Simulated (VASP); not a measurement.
Wanted: the native input for a VASP 6.6.1 run.

```yaml
Task: single point
Functional: PBEsol
Potentials_or_basis: VASP PAW PBE potentials, release 64 (Al, In_d, N)
Cutoff: 600 eV
k_mesh: 6 × 6 × 6
Occupations: gaussian, width 0.02 eV
Spin: no spin polarisation
Dipole_correction: no
Further_INCAR_settings: ALGO = Normal; EDIFF = 1e-06; NBANDS = 56
```

The structure of AlIn2N3 lies in POSCAR:

```
AlIn2N3
1.0
    5.1699066617     -2.9752769100      0.0000000000
    5.1699066617      2.9752769100      0.0000000000
    0.0000000000      0.0000000000      5.3960111924
Al In N
2 4 6
Direct
    0.3407110227      0.6592889773      0.9892706513
    0.6592889773      0.3407110227      0.4892706513
    0.9884507746      0.3355278299      0.9872690535
    0.6644721701      0.0115492254      0.9872690535
    0.0115492254      0.6644721701      0.4872690535
    0.3355278299      0.9884507746      0.4872690535
    0.9705347958      0.3327672717      0.3848498719
    0.6672327283      0.0294652042      0.3848498719
    0.0294652042      0.6672327283      0.8848498719
    0.3327672717      0.9705347958      0.8848498719
    0.3671604716      0.6328395284      0.3384914980
    0.6328395284      0.3671604716      0.8384914980
```

This cell differs from its parent crystal: biaxial strain in the a-b plane: +1.5 %.

One way to write it, as run:

INCAR

```
SYSTEM = AlIn2N3
PREC     = Accurate       ! precision mode
ENCUT    = 600            ! plane-wave cutoff, eV
EDIFF    = 1E-6           ! SCF threshold, eV
ISMEAR   = 0              ! smearing method
SIGMA    = 0.02           ! smearing width, eV
LREAL    = .FALSE.        ! projectors in reciprocal space
LASPH    = .TRUE.         ! aspherical terms in the spheres
NELM     = 120            ! most SCF steps
ALGO     = Normal         ! electronic algorithm
ISIF     = 2              ! what is computed and relaxed
LWAVE    = .FALSE.        ! write WAVECAR
LCHARG   = .FALSE.        ! write CHGCAR
GGA      = PS             ! functional
NBANDS   = 56             ! bands
GGA_COMPAT= .FALSE.
```

KPOINTS

```
Automatic mesh
0
G
  6 6 6
  0 0 0
```

Potentials or basis: VASP PAW PBE potentials, release 64 (Al, In_d, N).

Run with:

```bash
$ cat potpaw_PBE.64/Al/POTCAR potpaw_PBE.64/In_d/POTCAR potpaw_PBE.64/N/POTCAR > POTCAR
$ mpirun -np 1 vasp_std > vasp.out
```

It gave:

- Pressure: -3.0 GPa
- Largest force: 0.280 eV/Å
- Band gap on the k mesh: 0.90 eV

Caveat: the cell differs from its parent crystal (biaxial strain in the a-b plane: +1.5 %); the stress differs along the axes, from -5 to 2 GPa; the PAW data sets were made with another functional, which shifts forces and pressure a little; spin-orbit coupling is left out, which moves the levels of the heavy elements.

It took 9.2 min on 1 thread of Intel(R) Xeon(R) Platinum 8488C (Sapphire Rapids), on a shared host, peak memory 0.62 GiB.
